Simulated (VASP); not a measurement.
Input of a VASP 6.6.1 run:

Contents of INCAR:

```
  PREC = Accurate
  ENCUT = 520
  EDIFF = 1E-6
  ISMEAR = -1
  SIGMA = 0.02
  LREAL = F
  LASPH = T
  NELM = 80
  ALGO = Normal
  ISIF = 2
  LWAVE = F
  LCHARG = F
  GGA = PE
  NBANDS = 29
```

KPOINTS

```
regular mesh
0
Gamma
  6 6 6
```

File POSCAR:

```
NaSnCl3
1.0
    5.5280093351      0.0000000000      0.0000000000
    0.0000000000      5.5280093351      0.0000000000
    0.0000000000      0.0000000000      5.5280093351
Na Sn Cl
1 1 3
Direct
    0.0000000000      0.0000000000      0.0000000000
    0.5000000000      0.5000000000      0.5000000000
    0.5000000000      0.5000000000      0.0000000000
    0.5000000000      0.0000000000      0.5000000000
    0.0000000000      0.5000000000      0.5000000000
```

Potentials or basis: VASP PAW PBE potentials, release 64 (Na_pv, Sn_d, Cl).

The run is started by

```sh
$ cat potpaw_PBE.64/Na_pv/POTCAR potpaw_PBE.64/Sn_d/POTCAR potpaw_PBE.64/Cl/POTCAR > POTCAR
$ mpirun -np 1 vasp_std > vasp.out
```

Problem. Estimate the band gap on the k mesh.

Solution. 0.61 eV (least direct gap 0.78 eV).

Problem. What does it give for the pressure?

Solution. 0.4 GPa.

Caveat: semilocal functionals underestimate gaps, and a narrow one can read as zero; spin-orbit coupling is left out, which moves the levels of the heavy elements. A k mesh can miss the band edges.
